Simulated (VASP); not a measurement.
A run of VASP 6.6.1 is set up as follows.

File INCAR:

```
SYSTEM = CdH2
  ALGO = Normal
  EDIFF = 1E-6
  ENCUT = 520
  GGA = PE
  ISIF = 2
  ISMEAR = 0
  LASPH = .True.
  LCHARG = .False.
  LREAL = .False.
  LWAVE = .False.
  NBANDS = 14
  NELM = 100
  PREC = Accurate
  SIGMA = 0.1
```

File KPOINTS:

```
k-points
0
Gamma
  6 6 6
  0 0 0
```

The input POSCAR:

```
CdH2
1.0
    0.0000000000      2.5502683563      2.5502683563
    2.5502683563      0.0000000000      2.5502683563
    2.5502683563      2.5502683563      0.0000000000
Cd H
1 2
Direct
    0.0000000000      0.0000000000      0.0000000000
    0.2500000000      0.2500000000      0.2500000000
    0.7500000000      0.7500000000      0.7500000000
```

Potentials or basis: VASP PAW PBE potentials, release 64 (Cd, H).

Launch:

```console
$ cat potpaw_PBE.64/Cd/POTCAR potpaw_PBE.64/H/POTCAR > POTCAR
$ mpirun -np 1 vasp_std > vasp.out
```

What does it give for the pressure?

0.2 GPa.

Predict the band gap on the k mesh.

zero (bands 7 and 8 overlap by 0.90 eV).

Caveat: the cell differs from its parent crystal (atoms taken out).
